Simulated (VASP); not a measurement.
# CsPbCl3 (Pm-3m) in VASP: single point with PBE

Aim: the single point of CsPbCl3 with PBE.

Everything below comes from runs of VASP 6.6.1. Logs are shortened: lines on timing, memory, paths and dates and some standing lists are left out, and cuts for length are marked.

## Step 1: The cell of the first run

It takes space group Pm-3m (No. 221, cubic). The conventional cell has a = 5.605 Å, b = 5.605 Å, c = 5.605 Å, α = 90.00°, β = 90.00°, γ = 90.00°. Within 5.2 Å of Cs (site symmetry m-3m) lie 12 Cl at 3.96 Å and 8 Pb at 4.85 Å. Pb (site symmetry m-3m) has 6 Cl at 2.80 Å within 3.7 Å. Cl (site symmetry 4/mmm) has 2 Pb at 2.80 Å within 3.7 Å.

## Step 2: Single point, PBE

INCAR reads:

```
SYSTEM = CsPbCl3
  PREC = Accurate
  ENCUT = 520
  EDIFF = 1E-6
  ISMEAR = 0
  SIGMA = 0.01
  LREAL = .False.
  LASPH = .True.
  NELM = 60
  ALGO = Normal
  ISIF = 2
  LWAVE = .False.
  LCHARG = .False.
  GGA = PE
  NBANDS = 30
```

KPOINTS reads:

```
regular mesh
0
Gamma
  8 8 8
  0 0 0
```

POSCAR reads:

```
CsPbCl3
1.0
    5.6050000000      0.0000000000      0.0000000000
    0.0000000000      5.6050000000      0.0000000000
    0.0000000000      0.0000000000      5.6050000000
Cs Pb Cl
1 1 3
Direct
    0.0000000000      0.0000000000      0.0000000000
    0.5000000000      0.5000000000      0.5000000000
    0.5000000000      0.5000000000      0.0000000000
    0.0000000000      0.5000000000      0.5000000000
    0.5000000000      0.0000000000      0.5000000000
```

Potentials or basis: VASP PAW PBE potentials, release 64 (Cs_sv, Pb_d, Cl).

Launch:

```
$ cat potpaw_PBE.64/Cs_sv/POTCAR potpaw_PBE.64/Pb_d/POTCAR potpaw_PBE.64/Cl/POTCAR > POTCAR
$ mpirun -np 1 vasp_std > vasp.out
```

OUTCAR:

```text
SYSTEM = CsPbCl3
   PREC = Accurate
   ENCUT = 520
   EDIFF = 1E-6
   ISMEAR = 0
   LREAL = .False.
   LASPH = .True.
   NELM = 60
   ISIF = 2
   GGA = PE

 ion  position               nearest neighbor table
   1  0.000  0.000  0.000-
   2  0.500  0.500  0.500-   3 2.80   4 2.80   5 2.80   3 2.80   5 2.80   4 2.80
   3  0.500  0.500  0.000-   2 2.80   2 2.80
   4  0.000  0.500  0.500-   2 2.80   2 2.80
   5  0.500  0.000  0.500-   2 2.80   2 2.80

  LATTYP: Found a simple cubic cell.
 ALAT       =     5.6050000000

  Lattice vectors:

 A1 = (   5.6050000000,   0.0000000000,   0.0000000000)
 A2 = (   0.0000000000,   5.6050000000,   0.0000000000)
 A3 = (   0.0000000000,   0.0000000000,   5.6050000000)

Analysis of symmetry for initial positions (statically):
=====================================================================
 Subroutine PRICEL returns:
 Original cell was already a primitive cell.

 Routine SETGRP: Setting up the symmetry group for a
 simple cubic supercell.

 Subroutine GETGRP returns: Found 48 space group operations
 (whereof 48 operations were pure point group operations)
 out of a pool of 48 trial point group operations.

The static configuration has the point symmetry O_h .

Analysis of symmetry for dynamics (positions and initial velocities):
=====================================================================
 Subroutine PRICEL returns:
 Original cell was already a primitive cell.

 Routine SETGRP: Setting up the symmetry group for a
 simple cubic supercell.

 Subroutine GETGRP returns: Found 48 space group operations
 (whereof 48 operations were pure point group operations)
 out of a pool of 48 trial point group operations.

The dynamic configuration has the point symmetry O_h .

 Subroutine INISYM returns: Found 48 space group operations
 (whereof 48 operations are pure point group operations),
 and found     1 'primitive' translations

----------------------------------------------------------------------------------------

                                     Primitive cell

  volume of cell :     176.0868

  direct lattice vectors                    reciprocal lattice vectors
     5.605000000  0.000000000  0.000000000     0.178412132  0.000000000  0.000000000
     0.000000000  5.605000000  0.000000000     0.000000000  0.178412132  0.000000000
     0.000000000  0.000000000  5.605000000     0.000000000  0.000000000  0.178412132

  length of vectors
     5.605000000  5.605000000  5.605000000     0.178412132  0.178412132  0.178412132

  position of ions in fractional coordinates (direct lattice)
     0.000000000  0.000000000  0.000000000
     0.500000000  0.500000000  0.500000000
     0.500000000  0.500000000  0.000000000
     0.000000000  0.500000000  0.500000000
     0.500000000  0.000000000  0.500000000

  ion indices of the primitive-cell ions
   primitive index   ion index
                 1           1
                 2           2
                 3           3
                 4           4
                 5           5

----------------------------------------------------------------------------------------

 KPOINTS: regular mesh

Automatic generation of k-mesh.
 Grid dimensions read from file:
 generate k-points for:    8    8    8

 Generating k-lattice:

  Cartesian coordinates                     Fractional coordinates (reciprocal lattice)
     0.022301517  0.000000000  0.000000000     0.125000000  0.000000000  0.000000000
     0.000000000  0.022301517  0.000000000     0.000000000  0.125000000  0.000000000
     0.000000000  0.000000000  0.022301517     0.000000000  0.000000000  0.125000000

  Length of vectors
     0.022301517  0.022301517  0.022301517

  Shift w.r.t. Gamma in fractional coordinates (k-lattice)
     0.000000000  0.000000000  0.000000000

 Subroutine IBZKPT returns following result:
 ===========================================

 Found     35 irreducible k-points:

 Following reciprocal coordinates:
            Coordinates               Weight
  0.000000  0.000000  0.000000      1.000000
  0.125000  0.000000  0.000000      6.000000
  0.250000  0.000000  0.000000      6.000000
  0.375000  0.000000  0.000000      6.000000
  0.500000  0.000000  0.000000      3.000000
  0.125000  0.125000  0.000000     12.000000
[... 16 lines left out ...]
  0.375000  0.375000  0.125000     24.000000
  0.500000  0.375000  0.125000     24.000000
 [... further k-points ...]
   k-points           NKPTS =     35   k-points in BZ     NKDIM =     35   number of bands    NBANDS=     30
   number of dos      NEDOS =    301   number of ions     NIONS =      5
   total plane-waves  NPLWV =  74088
   dimension x,y,z NGX =    42 NGY =   42 NGZ =   42
   dimension x,y,z NGXF=    84 NGYF=   84 NGZF=   84
   ions per type =               1   1   3
   NGX,Y,Z   is equivalent  to a cutoff of  12.46, 12.46, 12.46 a.u.
   NGXF,Y,Z  is equivalent  to a cutoff of  24.91, 24.91, 24.91 a.u.
 SYSTEM =  CsPbCl3
   PREC   = accura    normal or accurate (medium, high low for compatibility)
   ISTART =      0    job   : 0-new  1-cont  2-samecut
   ICHARG =      2    charge: 1-file 2-atom 10-const
   ISPIN  =      1    spin polarized calculation?
   LNONCOLLINEAR =      F non collinear calculations
   LSORBIT =      F    spin-orbit coupling
   LASPH  =      T    aspherical Exc in radial PAW
   ENCUT  =  520.0 eV  38.22 Ry    6.18 a.u.  10.42 10.42 10.42*2*pi/ulx,y,z
   NELM   =     60;   NELMIN=  2; NELMDL= -5     # of ELM steps
   EDIFF  = 0.1E-05   stopping-criterion for ELM
   LREAL  =      F    real-space projection
   EDIFFG = 0.1E-04   stopping-criterion for IOM
   NSW    =      0    number of steps for IOM
   IBRION =     -1    ionic relax: 0-MD 1-quasi-New 2-CG
   NFREE  =      0    steps in history (QN), initial steepest desc. (CG)
   ISIF   =      2    stress and relaxation
   ISYM   =      2    0-nonsym 1-usesym 2-fastsym
   POTIM  = 0.5000    time-step for ionic-motion
   TEBEG  =    0.0;   TEEND  =   0.0 temperature during run
   PSTRESS=    0.0 pullay stress
   NELECT =      44.0000    total number of electrons
   NUPDOWN=      -1.0000    fix difference up-down
   EMIN   =  10.00;   EMAX   =-10.00  energy-range for DOS
   EFERMI =   0.00;   METHOD = LEGACY
   ISMEAR =     0;   SIGMA  =   0.01  broadening in eV -4-tet -1-fermi 0-gaus
   EFERMI_NEDOS =   21; number of points for ismear=-14 and -15
   IALGO  =     38    algorithm
   IMIX   =      4    mixing-type and parameters
     AMIX     =   0.40;   BMIX     =  1.00
     AMIX_MAG =   1.60;   BMIX_MAG =  1.00
  volume/ion in A,a.u.               =      35.22       237.66
  Fermi-wavevector in a.u.,A,eV,Ry     =   1.031138  1.948568 14.466333  1.063245
  Thomas-Fermi vector in A             =   2.165271
   LORBIT       =      0    0 simple, 1 ext, 2 COOP (PROOUT), +10 PAW based schemes
   GGA     = PE    functional components
   LHFCALC =     F    Hartree Fock is set to
   AEXX    =    0.0000 exact exchange contribution
   IVDW    =     0    specifies the selected vdW correction
   LEPSILON=     F    determine dielectric tensor
   LRPA    =     F    only Hartree local field effects (RPA)
 non-spin polarized calculation
 Gauss-broadening in eV      SIGMA  =   0.01
  energy-cutoff  :      520.00
  volume of cell :      176.09
 maximum number of plane-waves:      4780
 NGX is ok and might be reduce to    42
   NGX = 21   NGY = 21   NGZ = 21

 number of electron      44.0000004 magnetization

 Free energy of the ion-electron system (eV)
  ---------------------------------------------------
  ext. energy  EPLUGINS =         0.00000000
  ---------------------------------------------------
  free energy    TOTEN  =       -17.50149118 eV

  energy without entropy =      -17.50149118  energy(sigma->0) =      -17.50149118

 E-fermi :   1.8560     XC(G=0):  -7.8208

 val. band max:        1.8071239915   @ k =   0.5000   0.5000   0.5000
 cond. band min:       3.7480045440   @ k =   0.5000   0.5000   0.5000
 fundamental gap:      1.9408805526
 Fermi energy:         1.8560101112

 k-point     1 :       0.0000    0.0000    0.0000
  band No.  band energies     occupation
      1     -19.5674      2.00000
      2     -15.0105      2.00000
      3     -15.0105      2.00000
      4     -14.7635      2.00000
      5     -14.7635      2.00000
      6     -14.7635      2.00000
[... 22 lines left out ...]
     29       7.9940      0.00000
     30       7.9940      0.00000

 k-point     2 :       0.1250    0.0000    0.0000
  band No.  band energies     occupation
      1     -19.5671      2.00000
      2     -15.0104      2.00000
      3     -14.9954      2.00000
      4     -14.7638      2.00000
      5     -14.7638      2.00000
      6     -14.7635      2.00000
[... 22 lines left out ...]
     29       7.5558      0.00000
     30       8.0008      0.00000

 k-point     3 :       0.2500    0.0000    0.0000
  band No.  band energies     occupation
      1     -19.5663      2.00000
      2     -15.0104      2.00000
      3     -14.9584      2.00000
      4     -14.7643      2.00000
      5     -14.7643      2.00000
      6     -14.7635      2.00000
[... 22 lines left out ...]
     29       7.2059      0.00000
     30       8.1238      0.00000

 k-point     4 :       0.3750    0.0000    0.0000
  band No.  band energies     occupation
      1     -19.5656      2.00000
      2     -15.0103      2.00000
      3     -14.9203      2.00000
      4     -14.7648      2.00000
      5     -14.7648      2.00000
      6     -14.7635      2.00000
[... 22 lines left out ...]
     29       7.4086      0.00000
     30       8.4653      0.00000

 k-point     5 :       0.5000    0.0000    0.0000
  band No.  band energies     occupation
      1     -19.5652      2.00000
      2     -15.0102      2.00000
      3     -14.9042      2.00000
      4     -14.7651      2.00000
      5     -14.7651      2.00000
      6     -14.7635      2.00000
[... 22 lines left out ...]
     29       7.5260      0.00000
     30       8.7412      0.00000
[... 526 lines left out ...]
     29       7.8540      0.00000
     30       8.2130      0.00000

 k-point    22 :       0.5000    0.2500    0.1250
  band No.  band energies     occupation
      1     -19.5641      2.00000
      2     -14.9631      2.00000
      3     -14.8751      2.00000
      4     -14.7658      2.00000
      5     -14.7652      2.00000
      6     -14.7645      2.00000
[... 22 lines left out ...]
     29       7.8980      0.00000
     30       8.1552      0.00000

 k-point    23 :       0.3750    0.3750    0.1250
  band No.  band energies     occupation
      1     -19.5637      2.00000
      2     -14.9511      2.00000
      3     -14.8614      2.00000
      4     -14.7661      2.00000
      5     -14.7650      2.00000
      6     -14.7650      2.00000
[... 22 lines left out ...]
     29       7.9038      0.00000
     30       8.1282      0.00000

 k-point    24 :       0.5000    0.3750    0.1250
  band No.  band energies     occupation
      1     -19.5634      2.00000
      2     -14.9480      2.00000
      3     -14.8460      2.00000
      4     -14.7663      2.00000
      5     -14.7652      2.00000
      6     -14.7650      2.00000
[... 22 lines left out ...]
     29       7.9360      0.00000
     30       7.9849      0.00000

 [... further k-points ...]
[... 5 lines left out ...]
  --------------------------------------------------------------------------------------
  -------------------------------------------------------------------------------------
  Total        1.8851667      1.8851667      1.8851667      0.0000000     -0.0000000      0.0000000
  in kB       17.1527394     17.1527394     17.1527394      0.0000000     -0.0000000      0.0000000
  external PRESSURE =      17.1527394 kB  Pullay stress =       0.0000000 kB

 VOLUME and BASIS-vectors are now :
 -----------------------------------------------------------------------------
  energy-cutoff  :      520.00
  volume of cell :      176.09
      direct lattice vectors                 reciprocal lattice vectors
     5.605000000  0.000000000  0.000000000     0.178412132  0.000000000  0.000000000
     0.000000000  5.605000000  0.000000000     0.000000000  0.178412132  0.000000000
     0.000000000  0.000000000  5.605000000     0.000000000  0.000000000  0.178412132

 POSITION                                       TOTAL-FORCE (eV/Angst)
 -----------------------------------------------------------------------------------
      0.00000      0.00000      0.00000         0.000000      0.000000      0.000000
      2.80250      2.80250      2.80250         0.000000      0.000000      0.000000
      2.80250      2.80250      0.00000         0.000000      0.000000      0.000000
      0.00000      2.80250      2.80250         0.000000      0.000000      0.000000
      2.80250      0.00000      2.80250         0.000000      0.000000      0.000000
 -----------------------------------------------------------------------------------
    total drift:                                0.000000     -0.000000     -0.000000

  FREE ENERGIE OF THE ION-ELECTRON SYSTEM (eV)
  ---------------------------------------------------
  free  energy   TOTEN  =       -17.5014911839 eV

  energy  without entropy=      -17.5014911839  energy(sigma->0) =      -17.50149118
```

Wall time 2.1 min (1 thread of Intel Xeon Platinum 8259CL at 2.50GHz (Skylake/Cascade Lake), shared host); peak memory 0.36 GiB.

Results:

```yaml
Free_energy: -17.5015 eV
Pressure: 1.7 GPa
Band_gap_on_the_k_mesh: 1.94 eV
```

Caveat: spin-orbit coupling is left out, which moves the levels of the heavy elements.
